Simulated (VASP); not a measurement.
A run of VASP 6.6.1 is set up as follows.

INCAR

```
PREC = Accurate
ENCUT = 600
EDIFF = 1E-7
ISMEAR = -1
SIGMA = 0.08
LREAL = F
LASPH = T
NELM = 60
ALGO = Normal
ISIF = 3
LWAVE = F
LCHARG = F
GGA = PE
IBRION = 2
NSW = 60
EDIFFG = -0.005
PSTRESS = 300.0
```

The input KPOINTS:

```
regular mesh
0
Gamma
  10 10 7
```

The input POSCAR:

```
Al
1.0
    3.4902692909      0.0000000000      0.0000000000
   -1.7451346455      3.0226618720      0.0000000000
    0.0000000000      0.0000000000      4.9561823931
Al
4
Direct
    0.0000000000      0.0000000000      0.0000000000
    0.0000000000      0.0000000000      0.5000000000
    0.3333333333      0.6666666667      0.2500000000
    0.6666666667      0.3333333333      0.7500000000
```

Potentials or basis: VASP PAW PBE potentials, release 64 (Al).

The run is started by

```sh
$ cat potpaw_PBE.64/Al/POTCAR > POTCAR
$ mpirun -np 1 vasp_std > vasp.out
```

(1) Predict the space group after relaxing (to 0.05 Å).

(2) Estimate the relaxed volume.

(3) Estimate the band gap on the k mesh.

Results:

(1) P6_3/mmc (No. 194).

(2) 15.22 Å³/atom.

(3) zero (band 6 reaches 10.00 eV, above the bottom of band 7 at 6.58 eV).

Caveat: the cell is relaxed towards a set pressure, so the enthalpy falls and the energy may rise; the volume moved by over 15 % at a fixed basis, so the end points are rough.
